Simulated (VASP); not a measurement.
Slab: Te2Mo, a slab with vacuum.

```
Mo Te
1.0
     3.49092    0.00000    0.00000
    -1.74546    3.02323    0.00000
     0.00000    0.00000   18.00000
Mo Te
1 2
Direct
  0.33333 0.66667 0.50000
  0.66667 0.33333 0.60019
  0.66667 0.33333 0.39981
```

Base run:

| Quantity | Value |
| --- | --- |
| Program | VASP 6.6.1 |
| Functional | r2SCAN |
| Potentials or basis | VASP PAW PBE potentials, release 64 (Mo_sv, Te) |
| Cutoff | 520 eV |
| k mesh | 9 × 9 × 1 |
| Occupations | fermi-dirac, width 0.05 eV |
| Spin | no spin polarisation |

Its results: band gap on the k mesh 1.29 eV, direct; largest force 0.197 eV/Å.

The run is repeated on the same cell with these changes: functional from r2SCAN to PBEsol. What comes out?

Band gap on the k mesh 1.20 eV, direct; largest force 0.032 eV/Å.

Caveats: the PAW data sets were made with another functional, which shifts forces and pressure a little; spin-orbit coupling is left out, which moves the levels of the heavy elements.

A k mesh can miss the band edges.
